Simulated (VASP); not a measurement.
# GeS (Pnma) in VASP: further runs

Runs on GeS. Level: PBE. Tasks: single point.

Program: VASP 6.6.1. These are calculated values, not measurements. Logs are shortened: lines on timing, memory, paths and dates and some standing lists are left out, and cuts for length are marked.

## (1) The cell of the first run

It takes space group Pnma (No. 62, orthorhombic). The conventional cell has a = 10.774 Å, b = 3.668 Å, c = 4.451 Å, α = 90.00°, β = 90.00°, γ = 90.00°. Ge (site symmetry m) has 3 S at 2.46 Å within 3.2 Å. Within 3.2 Å of S (site symmetry m) lie 3 Ge at 2.46 Å.

## (2) Single point, PBE

Contents of INCAR:

```
SYSTEM = GeS
PREC = Accurate ; ENCUT = 500
EDIFF = 1E-6 ; ISMEAR = 0
SIGMA = 0.02 ; LREAL = .FALSE.
LASPH = .TRUE. ; NELM = 120
ALGO = Normal ; ISIF = 2
LWAVE = .FALSE. ; LCHARG = .FALSE.
GGA = PE ; NBANDS = 50
GGA_COMPAT = .FALSE.
```

Contents of KPOINTS:

```
Automatic mesh
0
G
  4 8 6
  0 0 0
```

Contents of POSCAR:

```
GeS
1.0
   10.7740382960      0.0000000000      0.0000000000
    0.0000000000      3.6678437518      0.0000000000
    0.0000000000      0.0000000000      4.4512819952
Ge S
4 4
Direct
    0.1257789690      0.2500000000      0.6348514297
    0.8742210310      0.7500000000      0.3651485703
    0.3742210310      0.7500000000      0.1348514297
    0.6257789690      0.2500000000      0.8651485703
    0.8471019409      0.2500000000      0.0028091294
    0.1528980591      0.7500000000      0.9971908706
    0.6528980591      0.7500000000      0.5028091294
    0.3471019409      0.2500000000      0.4971908706
```

Potentials or basis: VASP PAW PBE potentials, release 64 (Ge_d, S).

Started as:

```console
> cat potpaw_PBE.64/Ge_d/POTCAR potpaw_PBE.64/S/POTCAR > POTCAR
> mpirun -np 1 vasp_std > vasp.out
```

OUTCAR:

```text
SYSTEM = GeS
   PREC = Accurate
   ENCUT = 500
   EDIFF = 1E-6
   ISMEAR = 0
   LREAL = .FALSE.
   LASPH = .TRUE.
   NELM = 120
   ISIF = 2
   GGA = PE

 ion  position               nearest neighbor table
   1  0.126  0.250  0.635-   6 2.46   6 2.46   8 2.46
   2  0.874  0.750  0.365-   5 2.46   5 2.46   7 2.46
   3  0.374  0.750  0.135-   8 2.46   8 2.46   6 2.46
   4  0.626  0.250  0.865-   7 2.46   7 2.46   5 2.46
   5  0.847  0.250  0.003-   2 2.46   2 2.46   4 2.46
   6  0.153  0.750  0.997-   1 2.46   1 2.46   3 2.46
   7  0.653  0.750  0.503-   4 2.46   4 2.46   2 2.46
   8  0.347  0.250  0.497-   3 2.46   3 2.46   1 2.46

  LATTYP: Found a simple orthorhombic cell.
 ALAT       =     3.6678437518
 B/A-ratio  =     1.2135964061
 C/A-ratio  =     2.9374310971

  Lattice vectors:

 A1 = (   0.0000000000,   3.6678437518,   0.0000000000)
 A2 = (   0.0000000000,   0.0000000000,   4.4512819952)
 A3 = (  10.7740382960,   0.0000000000,   0.0000000000)

Analysis of symmetry for initial positions (statically):
=====================================================================
 Subroutine PRICEL returns:
 Original cell was already a primitive cell.

 Routine SETGRP: Setting up the symmetry group for a
 simple orthorhombic supercell.

 Subroutine GETGRP returns: Found  8 space group operations
 (whereof  2 operations were pure point group operations)
 out of a pool of  8 trial point group operations.

The static configuration has the point symmetry S_2 .
 The point group associated with its full space group is D_2h.

Analysis of symmetry for dynamics (positions and initial velocities):
=====================================================================
 Subroutine PRICEL returns:
 Original cell was already a primitive cell.

 Routine SETGRP: Setting up the symmetry group for a
 simple orthorhombic supercell.

 Subroutine GETGRP returns: Found  8 space group operations
 (whereof  2 operations were pure point group operations)
 out of a pool of  8 trial point group operations.

The dynamic configuration has the point symmetry S_2 .
 The point group associated with its full space group is D_2h.

 Subroutine INISYM returns: Found  8 space group operations
 (whereof  2 operations are pure point group operations),
 and found     1 'primitive' translations

----------------------------------------------------------------------------------------

                                     Primitive cell

  volume of cell :     175.9035

  direct lattice vectors                    reciprocal lattice vectors
    10.774038296  0.000000000  0.000000000     0.092815709  0.000000000  0.000000000
     0.000000000  3.667843752  0.000000000     0.000000000  0.272639749  0.000000000
     0.000000000  0.000000000  4.451281995     0.000000000  0.000000000  0.224654381

  length of vectors
    10.774038296  3.667843752  4.451281995     0.092815709  0.272639749  0.224654381

  position of ions in fractional coordinates (direct lattice)
     0.125778969  0.250000000  0.634851430
     0.874221031  0.750000000  0.365148570
     0.374221031  0.750000000  0.134851430
     0.625778969  0.250000000  0.865148570
     0.847101941  0.250000000  0.002809129
     0.152898059  0.750000000  0.997190871
     0.652898059  0.750000000  0.502809129
     0.347101941  0.250000000  0.497190871

  ion indices of the primitive-cell ions
   primitive index   ion index
                 1           1
                 2           2
                 3           3
                 4           4
                 5           5
                 6           6
                 7           7
                 8           8

----------------------------------------------------------------------------------------

 KPOINTS: Automatic mesh

Automatic generation of k-mesh.
 Grid dimensions read from file:
 generate k-points for:    4    8    6

 Generating k-lattice:

  Cartesian coordinates                     Fractional coordinates (reciprocal lattice)
     0.023203927  0.000000000  0.000000000     0.250000000  0.000000000  0.000000000
     0.000000000  0.034079969  0.000000000     0.000000000  0.125000000  0.000000000
     0.000000000  0.000000000  0.037442397     0.000000000  0.000000000  0.166666667

  Length of vectors
     0.023203927  0.034079969  0.037442397

  Shift w.r.t. Gamma in fractional coordinates (k-lattice)
     0.000000000  0.000000000  0.000000000

 Subroutine IBZKPT returns following result:
 ===========================================

 Found     60 irreducible k-points:

 Following reciprocal coordinates:
            Coordinates               Weight
  0.000000  0.000000  0.000000      1.000000
  0.250000  0.000000  0.000000      2.000000
  0.500000  0.000000  0.000000      1.000000
  0.000000  0.125000  0.000000      2.000000
  0.250000  0.125000  0.000000      4.000000
  0.500000  0.125000  0.000000      2.000000
[... 16 lines left out ...]
  0.250000  0.250000  0.166667      8.000000
  0.500000  0.250000  0.166667      4.000000
 [... further k-points ...]
   k-points           NKPTS =     60   k-points in BZ     NKDIM =     60   number of bands    NBANDS=     50
   number of dos      NEDOS =    301   number of ions     NIONS =      8
   total plane-waves  NPLWV =  71680
   dimension x,y,z NGX =    80 NGY =   28 NGZ =   32
   dimension x,y,z NGXF=   160 NGYF=   56 NGZF=   64
   ions per type =               4   4
   NGX,Y,Z   is equivalent  to a cutoff of  12.34, 12.69, 11.95 a.u.
   NGXF,Y,Z  is equivalent  to a cutoff of  24.69, 25.38, 23.90 a.u.
 SYSTEM =  GeS
   PREC   = accura    normal or accurate (medium, high low for compatibility)
   ISTART =      0    job   : 0-new  1-cont  2-samecut
   ICHARG =      2    charge: 1-file 2-atom 10-const
   ISPIN  =      1    spin polarized calculation?
   LNONCOLLINEAR =      F non collinear calculations
   LSORBIT =      F    spin-orbit coupling
   LASPH  =      T    aspherical Exc in radial PAW
   ENCUT  =  500.0 eV  36.75 Ry    6.06 a.u.  19.64  6.69  8.12*2*pi/ulx,y,z
   NELM   =    120;   NELMIN=  2; NELMDL= -5     # of ELM steps
   EDIFF  = 0.1E-05   stopping-criterion for ELM
   LREAL  =      F    real-space projection
   EDIFFG = 0.1E-04   stopping-criterion for IOM
   NSW    =      0    number of steps for IOM
   IBRION =     -1    ionic relax: 0-MD 1-quasi-New 2-CG
   NFREE  =      0    steps in history (QN), initial steepest desc. (CG)
   ISIF   =      2    stress and relaxation
   ISYM   =      2    0-nonsym 1-usesym 2-fastsym
   POTIM  = 0.5000    time-step for ionic-motion
   TEBEG  =    0.0;   TEEND  =   0.0 temperature during run
   PSTRESS=    0.0 pullay stress
   NELECT =      80.0000    total number of electrons
   NUPDOWN=      -1.0000    fix difference up-down
   EMIN   =  10.00;   EMAX   =-10.00  energy-range for DOS
   EFERMI =   0.00;   METHOD = LEGACY
   ISMEAR =     0;   SIGMA  =   0.02  broadening in eV -4-tet -1-fermi 0-gaus
   EFERMI_NEDOS =   21; number of points for ismear=-14 and -15
   IALGO  =     38    algorithm
   IMIX   =      4    mixing-type and parameters
     AMIX     =   0.40;   BMIX     =  1.00
     AMIX_MAG =   1.60;   BMIX_MAG =  1.00
  volume/ion in A,a.u.               =      21.99       148.38
  Fermi-wavevector in a.u.,A,eV,Ry     =   1.258964  2.379097 21.565106  1.584991
  Thomas-Fermi vector in A             =   2.392547
   LORBIT       =      0    0 simple, 1 ext, 2 COOP (PROOUT), +10 PAW based schemes
   GGA     = PE    functional components
   LHFCALC =     F    Hartree Fock is set to
   AEXX    =    0.0000 exact exchange contribution
   IVDW    =     0    specifies the selected vdW correction
   LEPSILON=     F    determine dielectric tensor
   LRPA    =     F    only Hartree local field effects (RPA)
 non-spin polarized calculation
 Gauss-broadening in eV      SIGMA  =   0.02
  energy-cutoff  :      500.00
  volume of cell :      175.90
 maximum number of plane-waves:      4502
 NGX is ok and might be reduce to    80
   NGX = 39   NGY = 13   NGZ = 17

 number of electron      79.9999988 magnetization

 Free energy of the ion-electron system (eV)
  ---------------------------------------------------
  ext. energy  EPLUGINS =         0.00000000
  ---------------------------------------------------
  free energy    TOTEN  =       -36.64952336 eV

  energy without entropy =      -36.64952336  energy(sigma->0) =      -36.64952336

 E-fermi :   4.4298     XC(G=0):  -9.7579

 val. band max:        4.2926722799   @ k =   0.0000   0.0000   0.0000
 cond. band min:       5.5300579891   @ k =   0.0000   0.0000   0.0000
 fundamental gap:      1.2373857093
 Fermi energy:         4.4298478539

 k-point     1 :       0.0000    0.0000    0.0000
  band No.  band energies     occupation
      1     -20.0945      2.00000
      2     -20.0926      2.00000
      3     -20.0880      2.00000
      4     -20.0868      2.00000
      5     -20.0856      2.00000
      6     -20.0848      2.00000
[... 42 lines left out ...]
     49       9.7725      0.00000
     50      10.2251      0.00000

 k-point     2 :       0.2500    0.0000    0.0000
  band No.  band energies     occupation
      1     -20.0943      2.00000
      2     -20.0930      2.00000
      3     -20.0878      2.00000
      4     -20.0869      2.00000
      5     -20.0855      2.00000
      6     -20.0850      2.00000
[... 42 lines left out ...]
     49       9.9195      0.00000
     50       9.9376      0.00000

 k-point     3 :       0.5000    0.0000    0.0000
  band No.  band energies     occupation
      1     -20.0937      2.00000
      2     -20.0937      2.00000
      3     -20.0873      2.00000
      4     -20.0873      2.00000
      5     -20.0853      2.00000
      6     -20.0853      2.00000
[... 42 lines left out ...]
     49       9.5693      0.00000
     50       9.5693      0.00000

 k-point     4 :       0.0000    0.1250    0.0000
  band No.  band energies     occupation
      1     -20.0929      2.00000
      2     -20.0914      2.00000
      3     -20.0868      2.00000
      4     -20.0866      2.00000
      5     -20.0856      2.00000
      6     -20.0851      2.00000
[... 999 lines left out ...]
 k-point    23 :       0.2500    0.2500    0.1667
  band No.  band energies     occupation
      1     -20.0906      2.00000
      2     -20.0900      2.00000
      3     -20.0890      2.00000
      4     -20.0886      2.00000
      5     -20.0841      2.00000
      6     -20.0835      2.00000
[... 42 lines left out ...]
     49       8.7654      0.00000
     50       9.3996      0.00000

 k-point    24 :       0.5000    0.2500    0.1667
  band No.  band energies     occupation
      1     -20.0904      2.00000
      2     -20.0904      2.00000
      3     -20.0887      2.00000
      4     -20.0887      2.00000
      5     -20.0839      2.00000
      6     -20.0839      2.00000
[... 42 lines left out ...]
     49       9.0584      0.00000
     50       9.0584      0.00000

 [... further k-points ...]
[... 5 lines left out ...]
  --------------------------------------------------------------------------------------
  -------------------------------------------------------------------------------------
  Total       -0.0752031     -0.1236716     -0.0361667      0.0000000      0.0000000      0.0000000
  in kB       -0.6849702     -1.1264351     -0.3294163      0.0000000      0.0000000      0.0000000
  external PRESSURE =      -0.7136072 kB  Pullay stress =       0.0000000 kB

 VOLUME and BASIS-vectors are now :
 -----------------------------------------------------------------------------
  energy-cutoff  :      500.00
  volume of cell :      175.90
      direct lattice vectors                 reciprocal lattice vectors
    10.774038296  0.000000000  0.000000000     0.092815709  0.000000000  0.000000000
     0.000000000  3.667843752  0.000000000     0.000000000  0.272639749  0.000000000
     0.000000000  0.000000000  4.451281995     0.000000000  0.000000000  0.224654381

 POSITION                                       TOTAL-FORCE (eV/Angst)
 -----------------------------------------------------------------------------------
      1.35515      0.91696      2.82590         0.002529     -0.000000     -0.004890
      9.41889      2.75088      1.62538        -0.002529      0.000000      0.004890
      4.03187      2.75088      0.60026        -0.002529      0.000000     -0.004890
      6.74217      0.91696      3.85102         0.002529     -0.000000      0.004890
      9.12671      0.91696      0.01250         0.001855     -0.000000     -0.004188
      1.64733      2.75088      4.43878        -0.001855      0.000000      0.004188
      7.03435      2.75088      2.23815        -0.001855     -0.000000     -0.004188
      3.73969      0.91696      2.21314         0.001855     -0.000000      0.004188
 -----------------------------------------------------------------------------------
    total drift:                                0.000000      0.000000      0.000000

  FREE ENERGIE OF THE ION-ELECTRON SYSTEM (eV)
  ---------------------------------------------------
  free  energy   TOTEN  =       -36.6495233571 eV

  energy  without entropy=      -36.6495233571  energy(sigma->0) =      -36.64952336
```

It took 5.6 min on 1 thread of Intel Xeon Platinum 8259CL at 2.50GHz (Skylake/Cascade Lake), shared host; peak memory 0.49 GiB.

What came out:

| Property | Result |
| --- | --- |
| Free energy | -36.6495 eV |
| Pressure | -0.1 GPa |
| Largest force | 0.006 eV/Å |
| Band gap on the k mesh | 1.24 eV, direct |

Forces in eV/Å, atoms in the order of the input:
```
Ge   0.003  0.000 -0.005
Ge  -0.003  0.000  0.005
Ge  -0.003  0.000 -0.005
Ge   0.003  0.000  0.005
S    0.002  0.000 -0.004
S   -0.002  0.000  0.004
S   -0.002  0.000 -0.004
S    0.002  0.000  0.004
```

Levels at points of the mesh, in eV from the valence-band top:
| k point | band 37 | band 38 | band 39 | band 40 | band 41 | band 42 | band 43 | band 44 |
| --- | --- | --- | --- | --- | --- | --- | --- | --- |
| (0.00, 0.00, 0.00) | -1.59 | -0.84 | -0.78 | 0.00 | 1.24 | 2.55 | 2.73 | 2.93 |
| (0.50, 0.00, 0.00) | -1.77 | -1.77 | -0.34 | -0.34 | 2.37 | 2.37 | 2.59 | 2.59 |
| (0.00, 0.50, 0.00) | -1.50 | -1.50 | -1.12 | -1.12 | 1.46 | 1.46 | 1.64 | 1.64 |
| (0.50, 0.50, 0.00) | -1.47 | -1.47 | -1.47 | -1.47 | 1.76 | 1.76 | 1.76 | 1.76 |
| (0.00, 0.00, 0.50) | -0.99 | -0.99 | -0.31 | -0.31 | 1.75 | 1.75 | 2.48 | 2.48 |
| (0.50, 0.00, 0.50) | -0.81 | -0.81 | -0.34 | -0.34 | 1.76 | 1.76 | 2.36 | 2.36 |
| (0.00, 0.50, 0.50) | -1.94 | -1.94 | -1.23 | -1.23 | 3.10 | 3.10 | 3.20 | 3.20 |
| (0.50, 0.50, 0.50) | -1.35 | -1.35 | -1.35 | -1.35 | 2.90 | 2.90 | 2.90 | 2.90 |

[end of part 1 of 2]
